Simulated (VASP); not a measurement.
Wanted: the native input for a VASP 6.6.1 run.

| Quantity | Value |
| --- | --- |
| Task | single point |
| Functional | LDA |
| Potentials or basis | VASP PAW LDA potentials, release 64 (Co) |
| Cutoff | 520 eV |
| k mesh | 24 × 24 × 12 |
| Occupations | gaussian, width 0.15 eV |
| Spin | collinear spin, ferromagnetic start |
| Starting moments | [1.72, 1.72] μB |
| Dipole correction | no |
| Further INCAR settings | ALGO = Fast; EDIFF = 1e-06; NBANDS = 20 |

The structure of Co lies in POSCAR:

```
Co
1.0
    2.4287596817      0.0000000000      0.0000000000
   -1.2143798408      2.1033675840      0.0000000000
    0.0000000000      0.0000000000      3.9177515245
Co
2
Direct
    0.6666666667      0.3333333333      0.2500065247
    0.3333333333      0.6666666667      0.7499934753
```

The input as run:

INCAR

```
ALGO = Fast
EDIFF = 1E-6
ENCUT = 520
GGA = CA
ISIF = 2
ISMEAR = 0
ISPIN = 2
LASPH = T
LCHARG = F
LMAXMIX = 4
LORBIT = 11
LREAL = F
LWAVE = F
MAGMOM = 1.72 1.72
NBANDS = 20
NELM = 150
PREC = Accurate
SIGMA = 0.15
```

KPOINTS

```
k-points
0
Gamma
  24 24 12
```

Potentials or basis: VASP PAW LDA potentials, release 64 (Co).

Run with:

```sh
$ cat potpaw_LDA.64/Co/POTCAR > POTCAR
$ mpirun -np 1 vasp_std > vasp.out
```

Results of the run:

| Quantity | Value |
| --- | --- |
| Pressure | -1.2 GPa |
| Net moment | 2.97 μB per cell |
| Site moments | Co +1.48 μB |
| Valence electrons inside the program's atomic spheres | Co 8.45 |

Run time: 4.8 min on 1 thread of Intel(R) Xeon(R) Platinum 8488C (Sapphire Rapids), on a shared host, peak memory 0.43 GiB.
